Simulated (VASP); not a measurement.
Runs of VASP 6.6.1 on InGa2N3. The structure is that of space group R-3m (No. 166), or close to it. The cells are those of the table. 

```csv
task,spin,cell,k mesh,cutoff (eV),gap on the mesh (eV),pressure (GPa),moment (μB),largest force (eV/Å)
single point,off,"a = 4.703 Å, angles 77.4°, 6 atoms",6 × 6 × 6,520,none,0.3,-,0.02
single point,off,"a = 4.697 Å, angles 77.6°, 6 atoms",12 × 12 × 12,520,none,0.1,-,(a)
single point,"collinear, ferromagnetic start","a = 4.703 Å, angles 77.4°, 6 atoms",6 × 6 × 6,520,none,0.6,(b),(c)
single point,off,"a = 5.399 Å, angles 58.6°, 6 atoms",6 × 6 × 6,520,none,-12.8,-,0.81
relaxation of cell and atoms,off,"relaxed from a = 5.399 Å, angles 58.6°, 6 atoms",6 × 6 × 6,600,none,0.2,-,0.02
single point,"collinear, ferromagnetic start","a = 5.399 Å, angles 58.6°, 6 atoms",6 × 6 × 6,520,none,-12.8,0.54,0.82
```

Alike in all rows: level PBE; potentials or basis VASP PAW PBE potentials, release 64 (In_d, Ga_d, N); smearing gaussian 0.1 eV.

**Question.** Fill in the values left out.

**Answer.** (a) 0.03; (b) 0.76; (c) 0.08.

Caveats: spin-orbit coupling is left out, which moves the levels of the heavy elements.

A k mesh can miss the band edges, and the runs leave out spin-orbit coupling on Ga, In.

A gap of «none» marks levels without a gap at the run's occupations.
